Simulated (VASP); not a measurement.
## Ge3W2: single point with PBE

Ge3W2:

```xyz
5
Lattice="4.3417 0.0000 0.0000 0.0000 4.3417 0.0000 0.0000 0.0000 5.0162" Properties=species:S:1:pos:R:3 pbc="T T T"
Ge    0.0000    0.0000    4.0583
Ge    0.0000    0.0000    0.9579
Ge    2.1709    2.1709    2.5081
W     0.0000    2.1709    1.2463
W     2.1709    0.0000    3.7699
```

- Program: VASP 6.6.1
- Task: single point
- Functional: PBE
- Potentials or basis: VASP PAW PBE potentials, release 64 (Ge_d, W_sv)
- Cutoff: 520 eV
- k mesh: 4 × 4 × 4
- Occupations: gaussian, width 0.1 eV
- Spin: no spin polarisation
- Dipole correction: no
- Further INCAR settings: ALGO = Normal; EDIFF = 1e-06; NBANDS = 43

* Pressure: 42.0 GPa
* Largest force: 10.720 eV/Å
* Band gap on the k mesh: zero (band 35 reaches 7.48 eV, above the bottom of band 36 at 7.00 eV)

Forces on the atoms (eV/Å):
```
Ge    0.000   0.000 -10.720
Ge    0.000   0.000  10.720
Ge    0.000   0.000   0.000
W     0.000   0.000   1.256
W     0.000   0.000  -1.256
```

Stress tensor (GPa, compression positive):
```
41.14  0.00  0.00
 0.00 41.14  0.00
 0.00  0.00 43.58
```

Levels at points of the mesh, in eV from the Fermi level:
```csv
k point,band 32,band 33,band 34,band 35,band 36,band 37,band 38,band 39
"(0.00, 0.00, 0.00)",-2.56,-1.11,-0.08,0.22,0.24,0.47,0.47,1.64
"(0.50, 0.00, 0.00)",-1.92,-1.74,-1.25,-0.65,0.21,1.48,1.87,1.89
"(0.50, 0.50, 0.00)",-1.24,-0.98,-0.98,-0.24,0.19,0.60,0.60,1.47
"(0.00, 0.00, 0.50)",-2.07,-0.59,-0.51,-0.51,1.57,1.91,1.91,2.28
"(0.50, 0.00, 0.50)",-1.13,-0.84,-0.29,0.33,0.33,0.62,1.10,1.83
"(0.50, 0.50, 0.50)",-1.83,-1.76,-0.78,-0.71,0.04,0.14,0.14,2.00
```

Wall time 32 s on 1 thread of Intel(R) Xeon(R) 6975P-C (Granite Rapids) (shared host), peak memory 0.2 GiB.

Caveat: the k points lie up to 0.36 Å⁻¹ apart; spin-orbit coupling is left out, which moves the levels of the heavy elements; forces of over 1 eV/Å act on the atoms, so gaps and moduli don't describe the material at rest.
